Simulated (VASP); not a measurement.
Set up this calculation in VASP 6.6.1, as the native input.

```
Task                   : single point
Functional             : LDA
Potentials or basis    : VASP PAW LDA potentials, release 64 (Zn, Se)
Cutoff                 : 500 eV
k mesh                 : 8 × 8 × 8
Occupations            : gaussian, width 0.02 eV
Spin                   : no spin polarisation
Dipole correction      : no
Further INCAR settings : ALGO = Normal; EDIFF = 1e-06; NBANDS = 16
```

The structure of ZnSe (lda) lies in POSCAR:

```
ZnSe
1.0
    0.0000000000      2.7836763296      2.7836763296
    2.7836763296      0.0000000000      2.7836763296
    2.7836763296      2.7836763296      0.0000000000
Zn Se
1 1
Direct
    0.0000000000      0.0000000000      0.0000000000
    0.2500000000      0.2500000000      0.2500000000
```

The input as run:

INCAR

```
SYSTEM = ZnSe
  ALGO = Normal
  EDIFF = 1E-6
  ENCUT = 500
  GGA = CA
  GGA_COMPAT = .FALSE.
  ISIF = 2
  ISMEAR = 0
  LASPH = .TRUE.
  LCHARG = .FALSE.
  LREAL = .FALSE.
  LWAVE = .FALSE.
  NBANDS = 16
  NELM = 120
  PREC = Accurate
  SIGMA = 0.02
```

KPOINTS

```
k-points
0
G
  8 8 8
  0 0 0
```

Potentials or basis: VASP PAW LDA potentials, release 64 (Zn, Se).

Launch:

```sh
$ cat potpaw_LDA.64/Zn/POTCAR potpaw_LDA.64/Se/POTCAR > POTCAR
$ mpirun -np 1 vasp_std > vasp.out
```

It gave:

The pressure is 0.4 GPa and the band gap on the k mesh is 1.29 eV, direct.

It took 28 s on 1 thread of Intel Xeon 8259CL (shared host), peak memory 0.15 GiB.
